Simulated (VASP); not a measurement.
**Ir2Rh: relaxation of shape and atoms at fixed volume with PBE**

Ir2Rh:

```
CELL_PARAMETERS angstrom
2.69918 0.00000 0.00000
-1.34959 2.33756 0.00000
0.00000 0.00000 6.61345
ATOMIC_POSITIONS crystal
Ir 0.33333 0.66667 0.66616
Ir 0.66667 0.33333 0.33384
Rh 0.00000 0.00000 0.00000
```

| Property | Result |
| --- | --- |
| Program | VASP 6.6.1 |
| Task | relaxation of shape and atoms at fixed volume |
| Functional | PBE |
| Potentials or basis | VASP PAW PBE potentials, release 64 (Ir, Rh_pv) |
| Cutoff | 600 eV |
| k mesh | 18 × 18 × 8 |
| Occupations | gaussian, width 0.1 eV |
| Spin | no spin polarisation |
| Dipole correction | no |
| Further INCAR settings | ALGO = Fast; EDIFF = 1e-06; IBRION = 2; EDIFFG = -0.01; NSW = 50; ISIF = 4 |

```json
{
  "Energy gained by relaxing": "0.2 meV/atom",
  "Ionic steps": "3",
  "Pressure after relaxing": "10.8 GPa",
  "Largest force after relaxing": "0.005 eV/Å"
}
```

Forces on the atoms (eV/Å):
```
Ir   0.000  0.000  0.005
Ir   0.000  0.000 -0.005
Rh   0.000  0.000  0.000
```

The path:
```tsv
step	energy change (eV)	largest force (eV/Å)	pressure (GPa)	volume (Å³)
1	0.0000	0.1105	10.96	41.73
2	-0.0004	0.0299	10.87	41.73
3	-0.0005	0.0047	10.84	41.73
```

Final structure:
```xyz
3
Lattice="2.6995 0.0000 0.0000 -1.3497 2.3378 0.0000 0.0000 0.0000 6.6119" Properties=species:S:1:pos:R:3 pbc="T T T"
Ir    0.0000    1.5586    4.4088
Ir    1.3497    0.7793    2.2031
Rh    0.0000    0.0000    0.0000
```

Levels at points of the mesh, in eV from the Fermi level:
| k point | band 12 | band 13 | band 14 | band 15 | band 16 | band 17 | band 18 | band 19 | band 20 |
| --- | --- | --- | --- | --- | --- | --- | --- | --- | --- |
| (0.00, 0.00, 0.00) | -3.15 | -3.15 | -3.01 | -2.98 | -1.14 | -1.14 | -0.37 | -0.37 | -0.05 |
| (0.50, 0.00, 0.00) | -2.95 | -2.73 | 0.46 | 0.87 | 1.11 | 1.28 | 1.45 | 2.20 | 2.99 |
| (0.00, 0.00, 0.50) | -3.45 | -3.02 | -3.02 | -1.31 | -1.31 | -1.23 | -1.23 | -0.26 | 0.82 |
| (0.50, 0.00, 0.50) | -1.96 | -0.75 | -0.48 | -0.27 | 0.49 | 0.77 | 1.14 | 1.31 | 3.75 |

Run time: 15 min on 1 thread of Intel Xeon 8259CL, on a shared host, peak memory 0.41 GiB.

Caveat: the highest band is partly filled, so the run has too few bands; spin-orbit coupling is left out, which moves the levels of the heavy elements.
